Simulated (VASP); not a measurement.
# Rh (Fd-3m) in VASP: further runs

Runs on Rh. Level: PBEsol. Tasks: single point, relaxation of cell and atoms.

Program: VASP 6.6.1. These are calculated values, not measurements. Logs are shortened: lines on timing, memory, paths and dates and some standing lists are left out, and cuts for length are marked.

### 1 The cell of the first run

The structure is cubic, space group Fd-3m (No. 227). Conventional cell: a = 5.432 Å, b = 5.432 Å, c = 5.432 Å, α = 90.00°, β = 90.00°, γ = 90.00°. Rh (site symmetry -43m) has 4 Rh at 2.35 Å within 3.1 Å.

This isn't the form of Rh at room conditions, which is fcc.

### 2 Single point, PBEsol

File INCAR:

```
ALGO     = Normal         # electronic algorithm
EDIFF    = 1E-6           # SCF threshold, eV
ENCUT    = 500            # plane-wave cutoff, eV
GGA      = PS             # functional
GGA_COMPAT= False        
ISIF     = 2              # what is computed and relaxed
ISMEAR   = 0              # smearing method
LASPH    = True           # aspherical terms in the spheres
LCHARG   = False          # write CHGCAR
LREAL    = False          # projectors in reciprocal space
LWAVE    = False          # write WAVECAR
NBANDS   = 22             # bands
NELM     = 120            # most SCF steps
PREC     = Accurate       # precision mode
SIGMA    = 0.05           # smearing width, eV
```

File KPOINTS:

```
k-points
0
Gamma
  15 15 15
```

File POSCAR:

```
Rh
1.0
    0.0000000000      2.7160399820      2.7160399820
    2.7160399820      0.0000000000      2.7160399820
    2.7160399820      2.7160399820      0.0000000000
Rh
2
Direct
    1.0000000000      1.0000000000      1.0000000000
    0.2500000000      0.2500000000      0.2500000000
```

Potentials or basis: VASP PAW PBE potentials, release 64 (Rh_pv).

The run is started by

```bash
$ cat potpaw_PBE.64/Rh_pv/POTCAR > POTCAR
$ mpirun -np 1 vasp_std > vasp.out
```

OUTCAR:

```text
EDIFF = 1E-6
   ENCUT = 500
   GGA = PS
   ISIF = 2
   ISMEAR = 0
   LASPH = True
   LREAL = False
   NELM = 120
   PREC = Accurate

 ion  position               nearest neighbor table
   1  0.000  0.000  0.000-   2 2.35   2 2.35   2 2.35   2 2.35
   2  0.250  0.250  0.250-   1 2.35   1 2.35   1 2.35   1 2.35

  LATTYP: Found a face centered cubic cell.
 ALAT       =     5.4320799640

  Lattice vectors:

 A1 = (   0.0000000000,   2.7160399820,   2.7160399820)
 A2 = (   2.7160399820,   0.0000000000,   2.7160399820)
 A3 = (   2.7160399820,   2.7160399820,   0.0000000000)

Analysis of symmetry for initial positions (statically):
=====================================================================
 Subroutine PRICEL returns:
 Original cell was already a primitive cell.

 Routine SETGRP: Setting up the symmetry group for a
 face centered cubic supercell.

 Subroutine GETGRP returns: Found 48 space group operations
 (whereof 24 operations were pure point group operations)
 out of a pool of 48 trial point group operations.

The static configuration has the point symmetry T_d .
 The point group associated with its full space group is O_h .

Analysis of symmetry for dynamics (positions and initial velocities):
=====================================================================
 Subroutine PRICEL returns:
 Original cell was already a primitive cell.

 Routine SETGRP: Setting up the symmetry group for a
 face centered cubic supercell.

 Subroutine GETGRP returns: Found 48 space group operations
 (whereof 24 operations were pure point group operations)
 out of a pool of 48 trial point group operations.

The dynamic configuration has the point symmetry T_d .
 The point group associated with its full space group is O_h .

 Subroutine INISYM returns: Found 48 space group operations
 (whereof 24 operations are pure point group operations),
 and found     1 'primitive' translations

----------------------------------------------------------------------------------------

                                     Primitive cell

  volume of cell :      40.0718

  direct lattice vectors                    reciprocal lattice vectors
     0.000000000  2.716039982  2.716039982    -0.184091546  0.184091546  0.184091546
     2.716039982  0.000000000  2.716039982     0.184091546 -0.184091546  0.184091546
     2.716039982  2.716039982  0.000000000     0.184091546  0.184091546 -0.184091546

  length of vectors
     3.841060578  3.841060578  3.841060578     0.318855911  0.318855911  0.318855911

  position of ions in fractional coordinates (direct lattice)
     0.000000000  0.000000000  0.000000000
     0.250000000  0.250000000  0.250000000

  ion indices of the primitive-cell ions
   primitive index   ion index
                 1           1
                 2           2

----------------------------------------------------------------------------------------

 KPOINTS: k-points

Automatic generation of k-mesh.
 Grid dimensions read from file:
 generate k-points for:   15   15   15

 Generating k-lattice:

  Cartesian coordinates                     Fractional coordinates (reciprocal lattice)
    -0.012272770  0.012272770  0.012272770     0.066666667  0.000000000  0.000000000
     0.012272770 -0.012272770  0.012272770     0.000000000  0.066666667  0.000000000
     0.012272770  0.012272770 -0.012272770     0.000000000  0.000000000  0.066666667

  Length of vectors
     0.021257061  0.021257061  0.021257061

  Shift w.r.t. Gamma in fractional coordinates (k-lattice)
     0.000000000  0.000000000  0.000000000

 Subroutine IBZKPT returns following result:
 ===========================================

 Found    120 irreducible k-points:

 Following reciprocal coordinates:
            Coordinates               Weight
  0.000000  0.000000  0.000000      1.000000
  0.066667  0.000000  0.000000      8.000000
  0.133333  0.000000  0.000000      8.000000
  0.200000  0.000000  0.000000      8.000000
  0.266667  0.000000  0.000000      8.000000
  0.333333  0.000000  0.000000      8.000000
[... 16 lines left out ...]
  0.133333  0.133333  0.000000      6.000000
  0.200000  0.133333  0.000000     24.000000
 [... further k-points ...]
   k-points           NKPTS =    120   k-points in BZ     NKDIM =    120   number of bands    NBANDS=     22
   number of dos      NEDOS =    301   number of ions     NIONS =      2
   total plane-waves  NPLWV =  21952
   dimension x,y,z NGX =    28 NGY =   28 NGZ =   28
   dimension x,y,z NGXF=    56 NGYF=   56 NGZF=   56
   ions per type =               2
   NGX,Y,Z   is equivalent  to a cutoff of  12.12, 12.12, 12.12 a.u.
   NGXF,Y,Z  is equivalent  to a cutoff of  24.24, 24.24, 24.24 a.u.
 SYSTEM =  unknown system
   PREC   = accura    normal or accurate (medium, high low for compatibility)
   ISTART =      0    job   : 0-new  1-cont  2-samecut
   ICHARG =      2    charge: 1-file 2-atom 10-const
   ISPIN  =      1    spin polarized calculation?
   LNONCOLLINEAR =      F non collinear calculations
   LSORBIT =      F    spin-orbit coupling
   LASPH  =      T    aspherical Exc in radial PAW
   ENCUT  =  500.0 eV  36.75 Ry    6.06 a.u.   7.00  7.00  7.00*2*pi/ulx,y,z
   NELM   =    120;   NELMIN=  2; NELMDL= -5     # of ELM steps
   EDIFF  = 0.1E-05   stopping-criterion for ELM
   LREAL  =      F    real-space projection
   EDIFFG = 0.1E-04   stopping-criterion for IOM
   NSW    =      0    number of steps for IOM
   IBRION =     -1    ionic relax: 0-MD 1-quasi-New 2-CG
   NFREE  =      0    steps in history (QN), initial steepest desc. (CG)
   ISIF   =      2    stress and relaxation
   ISYM   =      2    0-nonsym 1-usesym 2-fastsym
   POTIM  = 0.5000    time-step for ionic-motion
   TEBEG  =    0.0;   TEEND  =   0.0 temperature during run
   PSTRESS=    0.0 pullay stress
   NELECT =      30.0000    total number of electrons
   NUPDOWN=      -1.0000    fix difference up-down
   EMIN   =  10.00;   EMAX   =-10.00  energy-range for DOS
   EFERMI =   0.00;   METHOD = LEGACY
   ISMEAR =     0;   SIGMA  =   0.05  broadening in eV -4-tet -1-fermi 0-gaus
   EFERMI_NEDOS =   21; number of points for ismear=-14 and -15
   IALGO  =     38    algorithm
   IMIX   =      4    mixing-type and parameters
     AMIX     =   0.40;   BMIX     =  1.00
     AMIX_MAG =   1.60;   BMIX_MAG =  1.00
  volume/ion in A,a.u.               =      20.04       135.21
  Fermi-wavevector in a.u.,A,eV,Ry     =   1.486514  2.809105 30.065131  2.209725
  Thomas-Fermi vector in A             =   2.599791
   LORBIT       =      0    0 simple, 1 ext, 2 COOP (PROOUT), +10 PAW based schemes
   GGA     = PS    functional components
   LHFCALC =     F    Hartree Fock is set to
   AEXX    =    0.0000 exact exchange contribution
   IVDW    =     0    specifies the selected vdW correction
   LEPSILON=     F    determine dielectric tensor
   LRPA    =     F    only Hartree local field effects (RPA)
 non-spin polarized calculation
 Gauss-broadening in eV      SIGMA  =   0.05
  energy-cutoff  :      500.00
  volume of cell :       40.07
 maximum number of plane-waves:      1031
   NGX = 13   NGY = 13   NGZ = 13

 number of electron      29.9999984 magnetization

 Free energy of the ion-electron system (eV)
  ---------------------------------------------------
  ext. energy  EPLUGINS =         0.00000000
  ---------------------------------------------------
  free energy    TOTEN  =       -13.69698252 eV

  energy without entropy =      -13.69209483  energy(sigma->0) =      -13.69453867

 E-fermi :   6.7550     XC(G=0): -11.5706

 val. band max:        6.7488563130   @ k =   0.4000   0.4000   0.0000
 cond. band min:       6.7625133089   @ k =  -0.4000   0.2000   0.0667
 fundamental gap:      0.0136569959
 Fermi energy:         6.7549735517

 k-point     1 :       0.0000    0.0000    0.0000
  band No.  band energies     occupation
      1     -40.4856      2.00000
      2     -40.4856      2.00000
      3     -40.4856      2.00000
      4     -39.7907      2.00000
      5     -39.7907      2.00000
      6     -39.7907      2.00000
[... 14 lines left out ...]
     21      19.6343      0.00000
     22      19.8162      0.00000

 k-point     2 :       0.0667    0.0000    0.0000
  band No.  band energies     occupation
      1     -40.4890      2.00000
      2     -40.4890      2.00000
      3     -40.4846      2.00000
      4     -39.7920      2.00000
      5     -39.7871      2.00000
      6     -39.7871      2.00000
[... 14 lines left out ...]
     21      19.3140      0.00000
     22      20.1512      0.00000

 k-point     3 :       0.1333    0.0000    0.0000
  band No.  band energies     occupation
      1     -40.4986      2.00000
      2     -40.4986      2.00000
      3     -40.4820      2.00000
      4     -39.7956      2.00000
      5     -39.7771      2.00000
      6     -39.7771      2.00000
[... 14 lines left out ...]
     21      18.7172      0.00000
     22      20.6606      0.00000

 k-point     4 :       0.2000    0.0000    0.0000
  band No.  band energies     occupation
      1     -40.5123      2.00000
      2     -40.5123      2.00000
      3     -40.4782      2.00000
      4     -39.8008      2.00000
      5     -39.7630      2.00000
      6     -39.7630      2.00000
[... 14 lines left out ...]
     21      18.0788      0.00000
     22      20.8061      0.00000

 k-point     5 :       0.2667    0.0000    0.0000
  band No.  band energies     occupation
      1     -40.5275      2.00000
      2     -40.5275      2.00000
      3     -40.4739      2.00000
      4     -39.8067      2.00000
      5     -39.7473      2.00000
      6     -39.7473      2.00000
[... 14 lines left out ...]
     21      17.6265      0.00000
     22      20.7122      0.00000

 k-point     6 :       0.3333    0.0000    0.0000
  band No.  band energies     occupation
      1     -40.5414      2.00000
      2     -40.5414      2.00000
      3     -40.4699      2.00000
      4     -39.8123      2.00000
      5     -39.7328      2.00000
      6     -39.7328      2.00000
[... 14 lines left out ...]
     21      17.3528      0.00000
     22      20.6149      0.00000

 k-point     7 :       0.4000    0.0000    0.0000
  band No.  band energies     occupation
      1     -40.5519      2.00000
      2     -40.5519      2.00000
      3     -40.4668      2.00000
      4     -39.8166      2.00000
      5     -39.7219      2.00000
      6     -39.7219      2.00000
[... 324 lines left out ...]
      6     -39.7414      2.00000
[... 14 lines left out ...]
     21      18.6574      0.00000
     22      20.3987      0.00000

 k-point    21 :      -0.1333    0.0667    0.0000
  band No.  band energies     occupation
      1     -40.5165      2.00000
      2     -40.5009      2.00000
      3     -40.4729      2.00000
      4     -39.8053      2.00000
      5     -39.7747      2.00000
      6     -39.7591      2.00000
[... 14 lines left out ...]
     21      19.4309      0.00000
     22      20.2267      0.00000

 k-point    22 :      -0.0667    0.0667    0.0000
  band No.  band energies     occupation
      1     -40.5005      2.00000
      2     -40.4918      2.00000
      3     -40.4796      2.00000
      4     -39.7975      2.00000
      5     -39.7842      2.00000
      6     -39.7753      2.00000
[... 14 lines left out ...]
     21      19.7485      0.00000
     22      19.8924      0.00000

 k-point    23 :       0.1333    0.1333    0.0000
  band No.  band energies     occupation
      1     -40.5137      2.00000
      2     -40.5137      2.00000
      3     -40.4564      2.00000
      4     -39.8221      2.00000
      5     -39.7616      2.00000
      6     -39.7616      2.00000
[... 14 lines left out ...]
     21      18.8360      0.00000
     22      19.2083      0.00000

 k-point    24 :       0.2000    0.1333    0.0000
  band No.  band energies     occupation
      1     -40.5279      2.00000
      2     -40.5277      2.00000
      3     -40.4426      2.00000
      4     -39.8370      2.00000
      5     -39.7473      2.00000
      6     -39.7470      2.00000
[... 14 lines left out ...]
     21      18.2721      0.00000
     22      19.0615      0.00000

 [... further k-points ...]

------------------------ aborting loop because EDIFF is reached ----------------------------------------

  FORCE on cell =-STRESS in cart. coord.  units (eV):
  Direction    XX          YY          ZZ          XY          YZ          ZX
  --------------------------------------------------------------------------------------
  -------------------------------------------------------------------------------------
  Total        0.0279733      0.0279733      0.0279733     -0.0000000      0.0000000     -0.0000000
  in kB        1.1184463      1.1184463      1.1184463     -0.0000000      0.0000000     -0.0000000
  external PRESSURE =       1.1184463 kB  Pullay stress =       0.0000000 kB

 VOLUME and BASIS-vectors are now :
 -----------------------------------------------------------------------------
  energy-cutoff  :      500.00
  volume of cell :       40.07
      direct lattice vectors                 reciprocal lattice vectors
     0.000000000  2.716039982  2.716039982    -0.184091546  0.184091546  0.184091546
     2.716039982  0.000000000  2.716039982     0.184091546 -0.184091546  0.184091546
     2.716039982  2.716039982  0.000000000     0.184091546  0.184091546 -0.184091546

 POSITION                                       TOTAL-FORCE (eV/Angst)
 -----------------------------------------------------------------------------------
      0.00000      0.00000      0.00000         0.000000     -0.000000      0.000000
      1.35802      1.35802      1.35802        -0.000000      0.000000     -0.000000
 -----------------------------------------------------------------------------------
    total drift:                                0.000000      0.000000      0.000000

  FREE ENERGIE OF THE ION-ELECTRON SYSTEM (eV)
  ---------------------------------------------------
  free  energy   TOTEN  =       -13.6969825150 eV

  energy  without entropy=      -13.6920948310  energy(sigma->0) =      -13.69453867
```

Wall time 45 s (1 thread of AMD EPYC 9R45 (Zen 5), shared host); peak memory 0.18 GiB.

What came out:

```
Free energy            : -13.6970 eV
Pressure               : 0.1 GPa
Band gap on the k mesh : zero (bands 15 and 16 overlap by 1.19 eV)
```

Caveat: the PAW data sets were made with another functional, which shifts forces and pressure a little.

(Part 1 of 2 ends here.)
